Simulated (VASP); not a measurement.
# CdTe: single point with PBEsol

The system is CdTe.

```
CELL_PARAMETERS angstrom
0.00000 3.27990 3.27990
3.27990 0.00000 3.27990
3.27990 3.27990 0.00000
ATOMIC_POSITIONS crystal
Cd 0.00000 0.00000 0.00000
Te 0.25000 0.25000 0.25000
```

```yaml
Program: VASP 6.6.1
Task: single point
Functional: PBEsol
Potentials_or_basis: VASP PAW PBE potentials, release 64 (Cd, Te)
Cutoff: 500 eV
k_mesh: 3 × 3 × 3
Occupations: gaussian, width 0.01 eV
Spin: no spin polarisation
```

```json
{"Pressure": "-0.3 GPa", "Band gap on the k mesh": "0.51 eV, direct"}
```

Levels at points of the mesh, in eV from the valence-band top:
```csv
k point,band 6,band 7,band 8,band 9,band 10,band 11,band 12,band 13
"(0.00, 0.00, 0.00)",-8.00,0.00,0.00,0.00,0.51,4.51,4.51,4.51
```

It took 8.4 s on 1 thread of Intel(R) Xeon(R) Platinum 8259CL CPU @ 2.50GHz (Skylake/Cascade Lake), on a shared host, peak memory 0.19 GiB.

Caveat: the k points lie up to 0.55 Å⁻¹ apart; the PAW data sets were made with another functional, which shifts forces and pressure a little; spin-orbit coupling is left out, which moves the levels of the heavy elements.
